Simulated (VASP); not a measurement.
Crystal: TiO2.

```
Ti O
1.0
     4.53767    0.00000    0.00000
     0.00000    4.53767    0.00000
     0.00000    0.00000    2.91922
Ti O
2 4
Cartesian
  0.0000 0.0000 1.4596
  2.2688 2.2688 0.0000
  1.3809 1.3809 1.4596
  0.8879 3.6497 0.0000
  3.6497 0.8879 0.0000
  3.1568 3.1568 1.4596
```

Base run:

```yaml
Program: VASP 6.6.1
Functional: revPBE
Dispersion: D3(BJ)
Potentials_or_basis: VASP PAW PBE potentials, release 64 (Ti_sv, O)
Cutoff: 520 eV
k_mesh: 6 × 6 × 9
Occupations: fermi-dirac, width 0.05 eV
Spin: no spin polarisation
```

Its results: band gap on the k mesh 1.97 eV, direct; pressure 11.3 GPa; largest force 0.259 eV/Å.

Question: The run is repeated on the same cell with these changes: functional from revPBE to BLYP; further incar settings from ALGO = Normal; EDIFF = 1e-06; NBANDS = 33 to ALGO = Normal; EDIFF = 1e-07; NBANDS = 33. What comes out?

Answer: Band gap on the k mesh 1.93 eV, direct; pressure 13.1 GPa; largest force 0.322 eV/Å.

Caveats: the PAW data sets were made with another functional, which shifts forces and pressure a little.

A k mesh can miss the band edges.
